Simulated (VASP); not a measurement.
Runs of VASP 6.6.1 on LiF. The structure is that of space group I4/mmm (No. 139), or close to it. The cells are those of the table. 

```tsv
cell	gap on the mesh (eV)
a = 2.857, b = 2.857, c = 2.620 Å, angles 62.7, 62.7, 54.6°, 2 atoms	10.83
a = 2.737, b = 2.737, c = 2.848 Å, angles 58.6, 58.6, 62.7°, 2 atoms	(b)
a = 2.796, b = 2.796, c = 2.962 Å, angles 58.0, 58.0, 64.0°, 2 atoms	10.12
a = 2.796, b = 2.796, c = 2.620 Å, angles 62.1, 62.1, 55.9°, 2 atoms	11.27
a = 2.910, b = 2.910, c = 2.734 Å, angles 62.0, 62.0, 56.0°, 2 atoms	(a)
```

Alike in all rows: task single point; level r2SCAN; potentials or basis VASP PAW PBE potentials, release 64 (Li_sv, F); no spin polarisation; k mesh 10 × 10 × 10; cutoff (eV) 520; smearing gaussian 0.05 eV.

Question: Estimate the missing entries.

Answer: (a) 10.13; (b) 10.98.

A k mesh can miss the band edges.
